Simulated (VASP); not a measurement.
# Au (P6/mmm) in VASP: single point with LDA

Aim: the single point of Au with LDA.

Program: VASP 6.6.1. These are calculated values, not measurements. Logs are shortened: lines on timing, memory, paths and dates and some standing lists are left out, and cuts for length are marked.

**1. The cell of the first run**

It takes space group P6/mmm (No. 191, hexagonal). The conventional cell has a = 2.761 Å, b = 2.761 Å, c = 2.741 Å, α = 90.00°, β = 90.00°, γ = 120.00°. Within 3.6 Å of Au (site symmetry 6/mmm) lie 8 Au at 2.74 to 2.76 Å.

This isn't the form of Au at room conditions, which is fcc.

**2. Single point, LDA**

INCAR reads:

```
PREC     = Accurate       # precision mode
ENCUT    = 540            # plane-wave cutoff, eV
EDIFF    = 1E-6           # SCF threshold, eV
ISMEAR   = -1             # smearing method
SIGMA    = 0.05           # smearing width, eV
LREAL    = F              # projectors in reciprocal space
LASPH    = T              # aspherical terms in the spheres
NELM     = 120            # most SCF steps
ALGO     = Normal         # electronic algorithm
ISIF     = 2              # what is computed and relaxed
LWAVE    = F              # write WAVECAR
LCHARG   = F              # write CHGCAR
NBANDS   = 16             # bands
GGA_COMPAT= F
```

KPOINTS reads:

```
Automatic mesh
0
Gamma
  16 16 15
```

POSCAR reads:

```
Au
1.0
    2.7605028510      0.0000000000      0.0000000000
   -1.3802514255      2.3906655962      0.0000000000
    0.0000000000      0.0000000000      2.7412478777
Au
1
Direct
    0.0000000000      0.0000000000      0.0000000000
```

Potentials or basis: VASP PAW LDA potentials, release 64 (Au_sv_GW).

Started as:

```console
cat potpaw_LDA.64/Au_sv_GW/POTCAR > POTCAR
mpirun -np 1 vasp_std > vasp.out
```

OUTCAR:

```text
PREC = Accurate
   ENCUT = 540
   EDIFF = 1E-6
   ISMEAR = -1
   LREAL = F
   LASPH = T
   NELM = 120
   ISIF = 2

 ion  position               nearest neighbor table
   1  0.000  0.000  0.000-

  LATTYP: Found a hexagonal cell.
 ALAT       =     2.7605028510
 C/A-ratio  =     0.9930248312

  Lattice vectors:

 A1 = (   2.7605028510,   0.0000000000,   0.0000000000)
 A2 = (  -1.3802514255,   2.3906655962,   0.0000000000)
 A3 = (   0.0000000000,   0.0000000000,   2.7412478777)

Analysis of symmetry for initial positions (statically):
=====================================================================
 Subroutine PRICEL returns:
 Original cell was already a primitive cell.

 Routine SETGRP: Setting up the symmetry group for a
 hexagonal supercell.

 Subroutine GETGRP returns: Found 24 space group operations
 (whereof 24 operations were pure point group operations)
 out of a pool of 24 trial point group operations.

The static configuration has the point symmetry D_6h.

Analysis of symmetry for dynamics (positions and initial velocities):
=====================================================================
 Subroutine PRICEL returns:
 Original cell was already a primitive cell.

 Routine SETGRP: Setting up the symmetry group for a
 hexagonal supercell.

 Subroutine GETGRP returns: Found 24 space group operations
 (whereof 24 operations were pure point group operations)
 out of a pool of 24 trial point group operations.

The dynamic configuration has the point symmetry D_6h.

 Subroutine INISYM returns: Found 24 space group operations
 (whereof 24 operations are pure point group operations),
 and found     1 'primitive' translations

----------------------------------------------------------------------------------------

                                     Primitive cell

  volume of cell :      18.0907

  direct lattice vectors                    reciprocal lattice vectors
     2.760502851  0.000000000  0.000000000     0.362252841  0.209146775  0.000000000
    -1.380251426  2.390665596  0.000000000     0.000000000  0.418293550  0.000000000
     0.000000000  0.000000000  2.741247878     0.000000000  0.000000000  0.364797364

  length of vectors
     2.760502851  2.760502851  2.741247878     0.418293550  0.418293550  0.364797364

  position of ions in fractional coordinates (direct lattice)
     0.000000000  0.000000000  0.000000000

  ion indices of the primitive-cell ions
   primitive index   ion index
                 1           1

----------------------------------------------------------------------------------------

 KPOINTS: Automatic mesh

Automatic generation of k-mesh.
 Grid dimensions read from file:
 generate k-points for:   16   16   15

 Generating k-lattice:

  Cartesian coordinates                     Fractional coordinates (reciprocal lattice)
     0.022640803  0.013071673  0.000000000     0.062500000  0.000000000  0.000000000
     0.000000000  0.026143347  0.000000000     0.000000000  0.062500000  0.000000000
     0.000000000  0.000000000  0.024319824     0.000000000  0.000000000  0.066666667

  Length of vectors
     0.026143347  0.026143347  0.024319824

  Shift w.r.t. Gamma in fractional coordinates (k-lattice)
     0.000000000  0.000000000  0.000000000

 Subroutine IBZKPT returns following result:
 ===========================================

 Found    240 irreducible k-points:

 Following reciprocal coordinates:
            Coordinates               Weight
  0.000000  0.000000  0.000000      1.000000
  0.062500  0.000000  0.000000      6.000000
  0.125000  0.000000  0.000000      6.000000
  0.187500  0.000000  0.000000      6.000000
  0.250000  0.000000  0.000000      6.000000
  0.312500  0.000000  0.000000      6.000000
[... 16 lines left out ...]
  0.187500  0.187500  0.000000      6.000000
  0.250000  0.187500  0.000000     12.000000
 [... further k-points ...]
   k-points           NKPTS =    240   k-points in BZ     NKDIM =    240   number of bands    NBANDS=     16
   number of dos      NEDOS =    301   number of ions     NIONS =      1
   total plane-waves  NPLWV =  13824
   dimension x,y,z NGX =    24 NGY =   24 NGZ =   24
   dimension x,y,z NGXF=    48 NGYF=   48 NGZF=   48
   ions per type =               1
   NGX,Y,Z   is equivalent  to a cutoff of  14.45, 14.45, 14.56 a.u.
   NGXF,Y,Z  is equivalent  to a cutoff of  28.91, 28.91, 29.11 a.u.
 SYSTEM =  unknown system
   PREC   = accura    normal or accurate (medium, high low for compatibility)
   ISTART =      0    job   : 0-new  1-cont  2-samecut
   ICHARG =      2    charge: 1-file 2-atom 10-const
   ISPIN  =      1    spin polarized calculation?
   LNONCOLLINEAR =      F non collinear calculations
   LSORBIT =      F    spin-orbit coupling
   LASPH  =      T    aspherical Exc in radial PAW
   ENCUT  =  540.0 eV  39.69 Ry    6.30 a.u.   5.23  5.23  5.19*2*pi/ulx,y,z
   NELM   =    120;   NELMIN=  2; NELMDL= -5     # of ELM steps
   EDIFF  = 0.1E-05   stopping-criterion for ELM
   LREAL  =      F    real-space projection
   EDIFFG = 0.1E-04   stopping-criterion for IOM
   NSW    =      0    number of steps for IOM
   IBRION =     -1    ionic relax: 0-MD 1-quasi-New 2-CG
   NFREE  =      0    steps in history (QN), initial steepest desc. (CG)
   ISIF   =      2    stress and relaxation
   ISYM   =      2    0-nonsym 1-usesym 2-fastsym
   POTIM  = 0.5000    time-step for ionic-motion
   TEBEG  =    0.0;   TEEND  =   0.0 temperature during run
   PSTRESS=    0.0 pullay stress
   NELECT =      19.0000    total number of electrons
   NUPDOWN=      -1.0000    fix difference up-down
   EMIN   =  10.00;   EMAX   =-10.00  energy-range for DOS
   EFERMI =   0.00;   METHOD = LEGACY
   ISMEAR =    -1;   SIGMA  =   0.05  broadening in eV -4-tet -1-fermi 0-gaus
   EFERMI_NEDOS =   21; number of points for ismear=-14 and -15
   IALGO  =     38    algorithm
   IMIX   =      4    mixing-type and parameters
     AMIX     =   0.40;   BMIX     =  1.00
     AMIX_MAG =   1.60;   BMIX_MAG =  1.00
  volume/ion in A,a.u.               =      18.09       122.08
  Fermi-wavevector in a.u.,A,eV,Ry     =   1.664080  3.144656 37.676748  2.769163
  Thomas-Fermi vector in A             =   2.750686
   LORBIT       =      0    0 simple, 1 ext, 2 COOP (PROOUT), +10 PAW based schemes
   GGA     = CA    functional components
   LHFCALC =     F    Hartree Fock is set to
   AEXX    =    0.0000 exact exchange contribution
   IVDW    =     0    specifies the selected vdW correction
   LEPSILON=     F    determine dielectric tensor
   LRPA    =     F    only Hartree local field effects (RPA)
 non-spin polarized calculation
  energy-cutoff  :      540.00
  volume of cell :       18.09
 maximum number of plane-waves:       531
 NGX is ok and might be reduce to    24
   NGX = 11   NGY = 11   NGZ = 11

 number of electron      19.0000000 magnetization

 Free energy of the ion-electron system (eV)
  ---------------------------------------------------
  ext. energy  EPLUGINS =         0.00000000
  ---------------------------------------------------
  free energy    TOTEN  =        -3.68632899 eV

  energy without entropy =       -3.68484107  energy(sigma->0) =       -3.68558503

 E-fermi :   7.4640     XC(G=0): -13.1980

 val. band max:        7.4574049135   @ k =   0.4375   0.0625   0.0000
 cond. band min:       7.5008647977   @ k =   0.4375   0.0000   0.2000
 fundamental gap:      0.0434598842
 Fermi energy:         7.4639842724

 k-point     1 :       0.0000    0.0000    0.0000
  band No.  band energies     occupation
      1     -97.5562      2.00000
      2     -49.0537      2.00000
      3     -49.0537      2.00000
      4     -49.0135      2.00000
      5      -1.7678      2.00000
      6       1.0059      2.00000
[... 8 lines left out ...]
     15      27.3319      0.00000
     16      33.3112      0.00000

 k-point     2 :       0.0625    0.0000    0.0000
  band No.  band energies     occupation
      1     -97.5555      2.00000
      2     -49.0647      2.00000
      3     -49.0564      2.00000
      4     -49.0123      2.00000
      5      -1.6273      2.00000
      6       1.0473      2.00000
[... 8 lines left out ...]
     15      27.9855      0.00000
     16      33.6948      0.00000

 k-point     3 :       0.1250    0.0000    0.0000
  band No.  band energies     occupation
      1     -97.5538      2.00000
      2     -49.0957      2.00000
      3     -49.0641      2.00000
      4     -49.0090      2.00000
      5      -1.2223      2.00000
      6       1.1654      2.00000
[... 8 lines left out ...]
     15      28.0927      0.00000
     16      34.2782      0.00000

 k-point     4 :       0.1875    0.0000    0.0000
  band No.  band energies     occupation
      1     -97.5511      2.00000
      2     -49.1423      2.00000
      3     -49.0758      2.00000
      4     -49.0040      2.00000
      5      -0.6168      2.00000
      6       1.3283      2.00000
[... 8 lines left out ...]
     15      27.9082      0.00000
     16      34.2861      0.00000

 k-point     5 :       0.2500    0.0000    0.0000
  band No.  band energies     occupation
      1     -97.5480      2.00000
      2     -49.1974      2.00000
      3     -49.0897      2.00000
      4     -48.9982      2.00000
      5       0.0308      2.00000
      6       1.4395      2.00000
[... 8 lines left out ...]
     15      27.7415      0.00000
     16      34.0065      0.00000

 k-point     6 :       0.3125    0.0000    0.0000
  band No.  band energies     occupation
      1     -97.5449      2.00000
      2     -49.2517      2.00000
      3     -49.1033      2.00000
      4     -48.9922      2.00000
      5       0.4482      2.00000
      6       1.4874      2.00000
[... 8 lines left out ...]
     15      27.6155      0.00000
     16      33.4299      0.00000

 k-point     7 :       0.3750    0.0000    0.0000
  band No.  band energies     occupation
      1     -97.5422      2.00000
      2     -49.2975      2.00000
      3     -49.1148      2.00000
      4     -48.9870      2.00000
      5       0.5238      2.00000
      6       1.6123      2.00000
[... 8 lines left out ...]
     15      27.4054      0.00000
     16      33.3190      0.00000

 k-point     8 :       0.4375    0.0000    0.0000
  band No.  band energies     occupation
      1     -97.5404      2.00000
      2     -49.3282      2.00000
      3     -49.1226      2.00000
      4     -48.9838      2.00000
      5       0.4685      2.00000
      6       1.7415      2.00000
[... 8 lines left out ...]
     15      27.1999      0.00000
     16      33.3628      0.00000

 k-point     9 :       0.5000    0.0000    0.0000
  band No.  band energies     occupation
      1     -97.5398      2.00000
      2     -49.3389      2.00000
      3     -49.1254      2.00000
      4     -48.9826      2.00000
      5       0.4376      2.00000
      6       1.7912      2.00000
[... 8 lines left out ...]
     15      27.1190      0.00000
     16      33.1735      0.00000
[... 172 lines left out ...]
 k-point    19 :       0.2500    0.1250    0.0000
  band No.  band energies     occupation
      1     -97.5439      2.00000
      2     -49.2536      2.00000
      3     -49.1222      2.00000
      4     -48.9903      2.00000
      5       0.8914      2.00000
      6       1.6228      2.00000
[... 8 lines left out ...]
     15      29.2959      0.00000
     16      33.1001      0.00000

 k-point    20 :       0.3125    0.1250    0.0000
  band No.  band energies     occupation
      1     -97.5415      2.00000
      2     -49.2915      2.00000
      3     -49.1377      2.00000
      4     -48.9857      2.00000
      5       0.9846      2.00000
      6       1.6759      2.00000
[... 8 lines left out ...]
     15      29.8267      0.00000
     16      32.0830      0.00000

 k-point    21 :       0.3750    0.1250    0.0000
  band No.  band energies     occupation
      1     -97.5398      2.00000
      2     -49.3168      2.00000
      3     -49.1479      2.00000
      4     -48.9827      2.00000
      5       0.9117      2.00000
      6       1.7873      2.00000
[... 8 lines left out ...]
     15      29.6499      0.00000
     16      31.7657      0.00000

 k-point    22 :       0.4375    0.1250    0.0000
  band No.  band energies     occupation
      1     -97.5393      2.00000
      2     -49.3256      2.00000
      3     -49.1515      2.00000
      4     -48.9816      2.00000
      5       0.8741      2.00000
      6       1.8324      2.00000
[... 8 lines left out ...]
     15      29.4652      0.00000
     16      31.7439      0.00000

 k-point    23 :       0.1875    0.1875    0.0000
  band No.  band energies     occupation
      1     -97.5442      2.00000
      2     -49.2439      2.00000
      3     -49.1269      2.00000
      4     -48.9908      2.00000
      5       1.0313      2.00000
      6       2.0014      2.00000
[... 8 lines left out ...]
     15      29.5786      0.00000
     16      33.0397      0.00000

 k-point    24 :       0.2500    0.1875    0.0000
  band No.  band energies     occupation
      1     -97.5417      2.00000
      2     -49.2743      2.00000
      3     -49.1498      2.00000
      4     -48.9862      2.00000
      5       1.4120      2.00000
      6       1.8054      2.00000
[... 8 lines left out ...]
     15      30.6804      0.00000
     16      32.6799      0.00000

 [... further k-points ...]

------------------------ aborting loop because EDIFF is reached ----------------------------------------

  FORCE on cell =-STRESS in cart. coord.  units (eV):
  Direction    XX          YY          ZZ          XY          YZ          ZX
  --------------------------------------------------------------------------------------
  -------------------------------------------------------------------------------------
  Total       -0.2519431     -0.2519431     -0.2916934     -0.0000000      0.0000000      0.0000000
  in kB      -22.3129910    -22.3129910    -25.8334171     -0.0000000      0.0000000      0.0000000
  external PRESSURE =     -23.4864663 kB  Pullay stress =       0.0000000 kB

 VOLUME and BASIS-vectors are now :
 -----------------------------------------------------------------------------
  energy-cutoff  :      540.00
  volume of cell :       18.09
      direct lattice vectors                 reciprocal lattice vectors
     2.760502851  0.000000000  0.000000000     0.362252841  0.209146775  0.000000000
    -1.380251426  2.390665596  0.000000000     0.000000000  0.418293550  0.000000000
     0.000000000  0.000000000  2.741247878     0.000000000  0.000000000  0.364797364

 POSITION                                       TOTAL-FORCE (eV/Angst)
 -----------------------------------------------------------------------------------
      0.00000      0.00000      0.00000        -0.000000      0.000000      0.000000
 -----------------------------------------------------------------------------------
    total drift:                                0.000000      0.000000      0.000000

  FREE ENERGIE OF THE ION-ELECTRON SYSTEM (eV)
  ---------------------------------------------------
  free  energy   TOTEN  =        -3.6863289860 eV

  energy  without entropy=       -3.6848410738  energy(sigma->0) =       -3.68558503
```

Wall time 31 s (1 thread of Intel Xeon Platinum 8375C at 2.90GHz (Ice Lake), shared host); peak memory 0.19 GiB.

What came out:

* Free energy: -3.6863 eV
* Pressure: -2.3 GPa
* Band gap on the k mesh: zero (an odd number of electrons rules out a gap without spin polarisation)

Caveat: spin-orbit coupling is left out, which moves the levels of the heavy elements.

The gap in the log of VASP goes by the Fermi energy; the results here count the filled bands.